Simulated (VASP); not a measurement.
# Rh (Fm-3m) in VASP: further runs, part 2 of 2

VASP 6.6.1.

## (3) Single point, PBEsol (volume scaled by 0.97)

INCAR

```
PREC = Accurate
ENCUT = 520
EDIFF = 1E-6
ISMEAR = 0
SIGMA = 0.1
LREAL = False
LASPH = True
NELM = 100
ALGO = Fast
ISIF = 2
LWAVE = False
LCHARG = True
GGA = PS
LELF = True
LVHAR = True
NBANDS = 14
```

KPOINTS

```
regular mesh
0
Gamma
  18 18 18
```

POSCAR

```
Rh
1.0
    0.0000000000      1.8708979343      1.8708979343
    1.8708979343      0.0000000000      1.8708979343
    1.8708979343      1.8708979343      0.0000000000
Rh
1
Direct
    0.0000000000      0.0000000000      0.0000000000
```

Potentials or basis: VASP PAW PBE potentials, release 64 (Rh_pv).

On the command line:

```
$ cat potpaw_PBE.64/Rh_pv/POTCAR > POTCAR
$ mpirun -np 1 vasp_std > vasp.out
```

Run time: 12 s. Hardware: 1 thread of Intel Xeon 6975P-C (Granite Rapids), shared host; peak memory 0.14 GiB.

The run converged. Its results:

```
Free energy : -8.1292 eV
Pressure    : 9.5 GPa
```

Levels at points of the mesh, in eV from the Fermi level:
```
           k point  band 3  band 4  band 5  band 6  band 7  band 8  band 9  band 10  band 11  band 12
(0.00, 0.00, 0.00)  -46.43   -8.43   -3.35   -3.35   -3.35   -1.07   -1.07    15.88    20.21    21.61
(0.50, 0.00, 0.00)  -46.55   -6.60   -3.43   -3.43    0.59    0.62    0.62     9.10    15.40    20.21
(0.50, 0.50, 0.00)  -46.75   -6.83   -6.44    0.60    1.07    1.07    3.24    12.85    13.51    13.51
```

Caveat: the cell differs from its parent crystal (volume scaled by 0.97); the PAW data sets were made with another functional, which shifts forces and pressure a little.

## (4) Single point, PBEsol

This run uses another cell than the first one, of 13.50 Å³/atom, 1.064 times its volume.

INCAR

```
PREC = Accurate
ENCUT = 520
EDIFF = 1E-6
ISMEAR = 0
SIGMA = 0.1
LREAL = F
LASPH = T
NELM = 80
ALGO = Normal
ISIF = 2
LWAVE = F
LCHARG = T
GGA = PS
LELF = T
LVHAR = T
NBANDS = 14
```

KPOINTS

```
Automatic mesh
0
Gamma
  18 18 18
```

POSCAR

```
Rh
1.0
    0.0000000000      1.8899900482      1.8899900482
    1.8899900482      0.0000000000      1.8899900482
    1.8899900482      1.8899900482      0.0000000000
Rh
1
Direct
    0.0000000000      0.0000000000      0.0000000000
```

Potentials or basis: VASP PAW PBE potentials, release 64 (Rh_pv).

On the command line:

```
$ cat potpaw_PBE.64/Rh_pv/POTCAR > POTCAR
$ mpirun -np 1 vasp_std > vasp.out
```

OUTCAR:

```text
PREC = Accurate
   ENCUT = 520
   EDIFF = 1E-6
   ISMEAR = 0
   LREAL = F
   LASPH = T
   NELM = 80
   ISIF = 2
   GGA = PS

 ion  position               nearest neighbor table
   1  0.000  0.000  0.000-

  LATTYP: Found a face centered cubic cell.
 ALAT       =     3.7799800964

  Lattice vectors:

 A1 = (   0.0000000000,   1.8899900482,   1.8899900482)
 A2 = (   1.8899900482,   0.0000000000,   1.8899900482)
 A3 = (   1.8899900482,   1.8899900482,   0.0000000000)

Analysis of symmetry for initial positions (statically):
[... 576 lines left out ...]
      6       9.3086      2.00000
      7       9.3635      2.00000
      8      10.8688      2.00000
      9      11.5741      2.00000
     10      27.6219      0.00000
     11      29.8119      0.00000
     12      32.3953      0.00000
     13      35.1444      0.00000
     14      36.9737      0.00000

 [... further k-points ...]
[... 5 lines left out ...]
  --------------------------------------------------------------------------------------
  -------------------------------------------------------------------------------------
  Total       -0.0078035     -0.0078035     -0.0078035      0.0000000     -0.0000000      0.0000000
  in kB       -0.9259613     -0.9259613     -0.9259613      0.0000000     -0.0000000      0.0000000
  external PRESSURE =      -0.9259613 kB  Pullay stress =       0.0000000 kB

 VOLUME and BASIS-vectors are now :
 -----------------------------------------------------------------------------
  energy-cutoff  :      520.00
  volume of cell :       13.50
      direct lattice vectors                 reciprocal lattice vectors
     0.000000000  1.889990048  1.889990048    -0.264551658  0.264551658  0.264551658
     1.889990048  0.000000000  1.889990048     0.264551658 -0.264551658  0.264551658
     1.889990048  1.889990048  0.000000000     0.264551658  0.264551658 -0.264551658

 POSITION                                       TOTAL-FORCE (eV/Angst)
 -----------------------------------------------------------------------------------
      0.00000      0.00000      0.00000        -0.000000      0.000000     -0.000000
 -----------------------------------------------------------------------------------
    total drift:                                0.000000      0.000000      0.000000

  FREE ENERGIE OF THE ION-ELECTRON SYSTEM (eV)
  ---------------------------------------------------
  free  energy   TOTEN  =        -8.1412109895 eV

  energy  without entropy=       -8.1346216212  energy(sigma->0) =       -8.13791631
```

stdout:

```text
POSCAR found type information on POSCAR Rh
 POSCAR found :  1 types and       1 ions
 scaLAPACK will be used
 -----------------------------------------------------------------------------
|                                                                             |
|                                                                             |
|     You enforced a specific xc type in the INCAR file but a different       |
|     I HOPE YOU KNOW WHAT YOU ARE DOING!                                     |
|                                                                             |
 -----------------------------------------------------------------------------

 LDA part: xc-table for (Slater+PW92), standard interpolation
 POSCAR, INCAR and KPOINTS ok, starting setup
 FFT: planning ... GRIDC
 FFT: planning ... GRID_SOFT
 FFT: planning ... GRID
 WAVECAR not read
 entering main loop
```

Run time: 12 s. Hardware: 1 thread of Intel Xeon 6975P-C (Granite Rapids), shared host; peak memory 0.14 GiB.

What came out:

- Free energy: -8.1412 eV
- Pressure: -0.1 GPa

Levels at points of the mesh, in eV from the Fermi level:
| k point | band 4 | band 5 | band 6 | band 7 | band 8 | band 9 | band 10 | band 11 |
| --- | --- | --- | --- | --- | --- | --- | --- | --- |
| (0.00, 0.00, 0.00) | -8.20 | -3.19 | -3.19 | -3.19 | -1.02 | -1.02 | 15.91 | 20.30 |
| (0.50, 0.00, 0.00) | -6.33 | -3.27 | -3.27 | 0.59 | 0.59 | 0.62 | 8.77 | 15.42 |
| (0.50, 0.50, 0.00) | -6.53 | -6.15 | 0.57 | 1.01 | 1.01 | 3.19 | 12.45 | 13.33 |

Caveat: the PAW data sets were made with another functional, which shifts forces and pressure a little.

## (5) Single point, PBEsol (volume scaled by 1.03)

INCAR

```
SYSTEM = Rh
PREC = Accurate ; ENCUT = 520
EDIFF = 1E-6 ; ISMEAR = 0
SIGMA = 0.1 ; LREAL = .False.
LASPH = .True. ; NELM = 100
ALGO = Normal ; ISIF = 2
LWAVE = .False. ; LCHARG = .False.
GGA = PS ; NBANDS = 14
```

KPOINTS

```
Automatic mesh
0
Gamma
  18 18 18
  0 0 0
```

POSCAR

```
Rh
1.0
    0.0000000000      1.9087040380      1.9087040380
    1.9087040380      0.0000000000      1.9087040380
    1.9087040380      1.9087040380      0.0000000000
Rh
1
Direct
    0.0000000000      0.0000000000      0.0000000000
```

On the command line:

```
$ cat potpaw_PBE.64/Rh_pv/POTCAR > POTCAR
$ mpirun -np 1 vasp_std > vasp.out
```

It took 11 s on 1 thread of Intel Xeon 6975P-C (Granite Rapids), shared host; peak memory 0.14 GiB.

The run converged. Its results:

- Free energy: -8.1308 eV
- Pressure: -8.2 GPa

Levels at points of the mesh, in eV from the Fermi level:
| k point | band 5 | band 6 | band 7 | band 8 | band 9 | band 10 |
| --- | --- | --- | --- | --- | --- | --- |
| (0.00, 0.00, 0.00) | -3.05 | -3.05 | -3.05 | -0.98 | -0.98 | 15.94 |
| (0.50, 0.00, 0.00) | -3.12 | -3.12 | 0.56 | 0.56 | 0.66 | 8.46 |
| (0.50, 0.50, 0.00) | -5.88 | 0.54 | 0.96 | 0.96 | 3.16 | 12.07 |

Caveat: the cell differs from its parent crystal (volume scaled by 1.03); the PAW data sets were made with another functional, which shifts forces and pressure a little.

## (6) Single point, PBEsol (volume scaled by 1.06)

INCAR

```
SYSTEM = Rh
ALGO = Fast ; EDIFF = 1E-6
ENCUT = 520 ; GGA = PS
ISIF = 2 ; ISMEAR = 0
LASPH = .True. ; LCHARG = .False.
LREAL = .False. ; LWAVE = .False.
NBANDS = 14 ; NELM = 100
PREC = Accurate ; SIGMA = 0.1
```

KPOINTS

```
k-points
0
Gamma
  18 18 18
  0 0 0
```

POSCAR

```
Rh
1.0
    0.0000000000      1.9270580874      1.9270580874
    1.9270580874      0.0000000000      1.9270580874
    1.9270580874      1.9270580874      0.0000000000
Rh
1
Direct
    0.0000000000      0.0000000000      0.0000000000
```

Potentials or basis: VASP PAW PBE potentials, release 64 (Rh_pv).

On the command line:

```
$ cat potpaw_PBE.64/Rh_pv/POTCAR > POTCAR
$ mpirun -np 1 vasp_std > vasp.out
```

Run time: 13 s. Hardware: 1 thread of Intel Xeon 6975P-C (Granite Rapids), shared host; peak memory 0.14 GiB.

It converged, with:

```
Free energy : -8.1016 eV
Pressure    : -14.9 GPa
```

Levels at points of the mesh, in eV from the Fermi level:
```tsv
k point	band 3	band 4	band 5	band 6	band 7	band 8	band 9	band 10	band 11	band 12
(0.00, 0.00, 0.00)	-46.28	-7.76	-2.92	-2.92	-2.92	-0.93	-0.93	15.95	20.47	21.18
(0.50, 0.00, 0.00)	-46.37	-5.84	-2.98	-2.98	0.53	0.53	0.70	8.18	15.44	20.47
(0.50, 0.50, 0.00)	-46.51	-5.98	-5.63	0.51	0.91	0.91	3.13	11.72	12.99	12.99
```

Caveat: the cell differs from its parent crystal (volume scaled by 1.06); the PAW data sets were made with another functional, which shifts forces and pressure a little.

## (7) Overview

```csv
cell,gap on the mesh (eV),pressure (GPa)
"a = 2.618 Å, angles 60.0°, 1 atom",none,21.3
"a = 2.646 Å, angles 60.0°, 1 atom",none,9.5
"a = 2.673 Å, angles 60.0°, 1 atom",none,-0.1
"a = 2.699 Å, angles 60.0°, 1 atom",none,-8.2
"a = 2.725 Å, angles 60.0°, 1 atom",none,-14.9
```

Alike in all rows: task single point; level PBEsol; potentials or basis VASP PAW PBE potentials, release 64 (Rh_pv); no spin polarisation; k mesh 18 × 18 × 18; cutoff (eV) 520; smearing gaussian 0.1 eV.

Caveats: the PAW data sets were made with another functional, which shifts forces and pressure a little.

Absolute energies hang on the potentials; compare differences alone.
